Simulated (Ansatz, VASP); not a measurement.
**Cr: VASP beside Ansatz**

```
Cr
1.0
    -1.42432    1.42432    1.42432
     1.42432   -1.42432    1.42432
     1.42432    1.42432   -1.42432
Cr
1
Direct
  0.00000 0.00000 0.00000
```

Alike in both runs: task single point; functional PBE; k mesh 7 × 7 × 7; occupations fermi-dirac, width 0.1 eV; no spin polarisation.

|  | VASP | Ansatz |
| --- | --- | --- |
| version | VASP 6.6.1 | Ansatz 0.2.0 |
| potentials or method | VASP PAW PBE potentials, release 64 (Cr_pv), cutoff 500 eV | plane waves (420 eV) with PAW, scalar-relativistic |
| valence electrons in the cell | 12 | 14 |

|  | VASP | Ansatz | Ansatz less VASP |
| --- | --- | --- | --- |
| pressure (GPa) | -0.7 | -0.1 | +0.61 |

VASP's potentials hold 12 valence electrons a cell and Ansatz's 14, so a difference there can come from the potentials and not from the codes.

The k mesh is coarse, so the values compare programs but aren't converged.
